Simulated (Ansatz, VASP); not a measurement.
## Two plane-wave programs on BeCd2Te3

```
Be Cd Te
1.0
     5.23156    0.00000    0.00000
    -2.61578    4.53067    0.00000
     0.00000    0.00000   10.06330
Be Cd Te
1 2 3
Direct
  0.00000 0.00000 0.00000
  0.00000 0.00000 0.76630
  0.00000 0.00000 0.23370
  0.33333 0.66667 0.00000
  0.66667 0.33333 0.00000
  0.00000 0.00000 0.50000
```

Alike in both runs: functional PBE; k mesh 6 × 6 × 2; occupations gaussian, width 0.1 eV; no spin polarisation.

Ansatz relaxed the structure, and its values are those at the end. VASP's run is a single point on that final structure, the one shown.

|  | VASP | Ansatz |
| --- | --- | --- |
| version | VASP 6.6.1 | Ansatz 0.2.0 |
| potentials or method | VASP PAW PBE potentials, release 64 (Be, Cd, Te), cutoff 600 eV | scalar-relativistic, plane waves, PAW |
| valence electrons in the cell | 44 | 90 |

```tsv
	VASP	Ansatz	Ansatz less VASP
gap on the k mesh at the Fermi level (eV)	none	none	-
pressure (GPa)	0.2	0.2	-0.04
rms of the force components (eV/Å)	0.004	0.000	-0.0039
```

A gap of «none» marks a metal or a gap that the smearing closes. VASP's potentials hold 44 valence electrons a cell and Ansatz's 90, so a difference there can come from the potentials and not from the codes.

Neither program's run includes spin-orbit coupling.
